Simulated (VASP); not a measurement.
A run of VASP 6.6.1:

The input POSCAR:

```
HfGe
1.0
    3.9335093900      0.0000000000      0.0000000000
   -1.9667546900      3.4065190500      0.0000000000
    0.0000000000      0.0000000000      3.5096193900
Hf Ge
1 1
Direct
    0.0000000000      0.0000000000      0.5000000000
    0.3333333300      0.6666666700      0.5000000000
```

The input INCAR.step1:

```
SYSTEM = HfGe
PREC = Accurate
ENCUT = 520
EDIFF = 1E-5
ISMEAR = -1
SIGMA = 0.05
LREAL = .FALSE.
LASPH = .TRUE.
NELM = 100
ALGO = Normal
ISIF = 2
LWAVE = .TRUE.
NBANDS = 19
GGA = PE
```

Contents of INCAR.step2:

```
SYSTEM = HfGe
PREC = Accurate
ENCUT = 520
EDIFF = 1E-6
ISMEAR = -1
SIGMA = 0.05
LREAL = .FALSE.
LASPH = .TRUE.
NELM = 100
ALGO = Normal
ISIF = 2
LWAVE = .FALSE.
LCHARG = .TRUE.
GGA = PE
LHFCALC = .TRUE.
AEXX = 0.25
HFSCREEN = 0.3
PRECFOCK = Normal
LELF = .TRUE.
LVHAR = .TRUE.
NBANDS = 19
ISTART = 1
```

File KPOINTS:

```
regular mesh
0
G
  4 4 4
  0 0 0
```

Potentials or basis: VASP PAW PBE potentials, release 64 (Hf_pv, Ge_d).

Run with:

```console
$ cat potpaw_PBE.64/Hf_pv/POTCAR potpaw_PBE.64/Ge_d/POTCAR > POTCAR
$ cp INCAR.step1 INCAR
$ mpirun -np 1 vasp_std > vasp.out
$ cp INCAR.step2 INCAR
$ mpirun -np 1 vasp_std > vasp.out
```

Hardware: 1 thread of Intel(R) Xeon(R) Platinum 8259CL CPU @ 2.50GHz (Skylake/Cascade Lake), on a shared host.

Problem. Estimate the wall time of this run.

Solution. Run time: 15 min on 1 thread of Intel(R) Xeon(R) Platinum 8259CL CPU @ 2.50GHz (Skylake/Cascade Lake), with other jobs on the host, peak memory 0.28 GiB. Counts: k points 12.
